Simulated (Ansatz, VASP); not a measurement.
## Two plane-wave programs on Cd2N3

Contents of INCAR:

```
PREC     = Accurate       # precision mode
ENCUT    = 520            # plane-wave cutoff, eV
EDIFF    = 1E-7           # SCF threshold, eV
ISMEAR   = 1              # smearing method
SIGMA    = 0.013          # smearing width, eV
LREAL    = False          # projectors in reciprocal space
LASPH    = True           # aspherical terms in the spheres
NELM     = 60             # most SCF steps
ALGO     = Normal         # electronic algorithm
ISIF     = 2              # what is computed and relaxed
LWAVE    = False          # write WAVECAR
LCHARG   = True           # write CHGCAR
GGA      = CA             # functional
LELF     = True           # ELF
LVHAR    = True         
NBANDS   = 50             # bands
```

The input KPOINTS:

```
regular mesh
0
Gamma
  5 5 5
```

File POSCAR:

```
Cd2N3
1.0
   -3.9337220000      0.0000000000      3.6762620000
    3.9337220000      0.0000000000      3.6762620000
    0.0000000000      5.9689270000      3.6762620000
Cd N
4 6
Direct
    0.7180000000      0.2820000000      0.0000000000
    0.2820000000      0.7180000000      0.0000000000
    0.7500000000      0.2500000000      0.5000000000
    0.2500000000      0.7500000000      0.5000000000
    0.1333000000      0.1333000000      0.1470000000
    0.2803000000      0.2803000000      0.8530000000
    0.8667000000      0.8667000000      0.8530000000
    0.7197000000      0.7197000000      0.1470000000
    0.8519000000      0.8519000000      0.2962000000
    0.1481000000      0.1481000000      0.7038000000
```

Input for Ansatz:

```yaml
crystal:
  lattice:
    - [-3.933722, 0.0, 3.676262]
    - [3.933722, 0.0, 3.676262]
    - [0.0, 5.968927, 3.676262]
  atoms:
    - { symbol: Cd, position: [0.718, 0.282, 0.0] }
    - { symbol: Cd, position: [0.282, 0.718, 0.0] }
    - { symbol: Cd, position: [0.75, 0.25, 0.5] }
    - { symbol: Cd, position: [0.25, 0.75, 0.5] }
    - { symbol: "N", position: [0.1333, 0.1333, 0.147] }
    - { symbol: "N", position: [0.2803, 0.2803, 0.853] }
    - { symbol: "N", position: [0.8667, 0.8667, 0.853] }
    - { symbol: "N", position: [0.7197, 0.7197, 0.147] }
    - { symbol: "N", position: [0.8519, 0.8519, 0.2962] }
    - { symbol: "N", position: [0.1481, 0.1481, 0.7038] }
  symmetry: { tolerance: 0.0003 }
kpoints:
  mp_grid: { grid: [5, 5, 5], shift: [0, 0, 0] }
  band_path:
    path:
      - [0.0, 0.0, 0.0]
      - [-0.5, 0.5, 0.0]
      - [-0.37351298, 0.62648702, 0.12648702]
      - [0.37351298, 0.37351298, 0.87351298]
      - [0.0, 0.0, 0.5]
      - [-0.42766146, 0.42766146, 0.5]
      - [0.42766146, 0.57233854, 0.5]
      - [0.5, 0.5, 0.5]
      - [0.5, 0.5, 0.66655394]
      - [-0.5, 0.5, 0.33344606]
      - [-0.5, 0.5, 0.0]
    npoints: 6
magnetization:
  spin_polarized: false
scf:
  occupations: { method: methfessel_paxton, width: 0.013 }
  lower_state_search: "off"
  max_iter: 200
hamiltonian:
  pseudopotentials: { kind: paw }
  xc: lda
basis:
  ecutwfc: 420
  fft_grid_basis: typed
output:
  forces: true
  stress: true
  eigenvalues: true
  bader: true
  populations: true
  elf: true
  write_potential: true
  volumetric_format: npy
  dos:
    e_range: [-12, 8]
    de: 0.05
    projected: { site_lists: { Cd: [Cd], "N": ["N"] } }
checkpoint:
  read: saved_state
```

Alike in both runs: task single point; functional LDA; k mesh 5 × 5 × 5; occupations methfessel-paxton of order 1, width 0.013 eV; no spin polarisation.

|  | VASP | Ansatz |
| --- | --- | --- |
| version | VASP 6.6.1 | Ansatz 0.2.0 |
| potentials or method | VASP PAW LDA potentials, release 64 (Cd, N), cutoff 520 eV | PAW plane waves |
| valence electrons in the cell | 78 | 110 |

```csv
,VASP,Ansatz,Ansatz less VASP
pressure (GPa),-19.5,-19.8,-0.22
"traceless stress, the component that is largest in VASP (GPa)",9.32,9.36,+0.042
rms of the force components (eV/Å),1.359,1.378,+0.0182
```

LDA's correlation is that of Perdew and Zunger in VASP and of Perdew and Wang (1992) in Ansatz. Atom by atom the forces differ by 0.019 eV/Å (rms over components). VASP's potentials hold 78 valence electrons a cell and Ansatz's 110, so a difference there can come from the potentials and not from the codes.
